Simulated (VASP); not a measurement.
Si (a cell with a defect), 17 atoms in the cell. The cell holds a defect, 17 atoms: a = 7.679 Å, b = 7.679 Å, c = 7.679 Å, α = 60.00°, β = 60.00°, γ = 60.00°. 

```yaml
Program: VASP 6.6.1
Task: single point
Functional: PBE
Dispersion: D3(BJ)
Potentials_or_basis: VASP PAW PBE potentials, release 64 (Si)
Cutoff: 520 eV
k_mesh: 2 × 2 × 2
Occupations: gaussian, width 0.02 eV
Spin: no spin polarisation
Dipole_correction: no
Further_INCAR_settings: LREAL = Auto; ALGO = Normal; EDIFF = 1e-07; NBANDS = 48
```

Potentials or basis: VASP PAW PBE potentials, release 64 (Si).

Command:

```sh
$ cat potpaw_PBE.64/Si/POTCAR > POTCAR
$ mpirun -np 1 vasp_std > vasp.out
```

Hardware: 1 thread of Intel Xeon 8259CL (shared host).

Question: Estimate the wall time of this run.

Answer: It took 7.2 min on 1 thread of Intel Xeon 8259CL (shared host), peak memory 0.47 GiB. Counts: scf iterations 15, k points 8.
